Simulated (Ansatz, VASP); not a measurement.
CsH: VASP beside Ansatz

```
Cs H
1.0
     0.01992    3.18800    3.18800
     3.18800    0.01992    3.18800
     3.20792    3.20792    0.00000
Cs H
1 1
Direct
  0.00000 0.00000 0.00000
  0.50000 0.50000 0.50000
```

Change from the starting cell: strain +0.0125 x Voigt [0, 0, 0, 0, 0, 1], atoms carried along.

Alike in both runs: task single point; functional r2SCAN; k mesh 6 × 6 × 6; occupations gaussian, width 0.05 eV; no spin polarisation.

```csv
,VASP,Ansatz
version,VASP 6.6.1,Ansatz 0.2.0
potentials or method,"VASP PAW PBE potentials, release 64 (Cs_sv, H), cutoff 520 eV","scalar-relativistic, plane waves, PAW"
valence electrons in the cell,10,10
```

|  | VASP | Ansatz | Ansatz less VASP |
| --- | --- | --- | --- |
| gap on the k mesh at the Fermi level (eV) | 2.66 | 2.68 | +0.017 |
| least direct gap on the mesh (eV) | 2.66 | 2.68 | +0.017 |
| pressure (GPa) | 0.0 | 0.0 | -0.02 |
| traceless stress, the component that is largest in VASP (GPa) | -0.06 | -0.06 | 0.000 |

VASP's potentials were made for PBE, not for r2SCAN. With one functional, cell and mesh, what is left measures potentials, basis and numerics.

Neither program's run includes spin-orbit coupling.
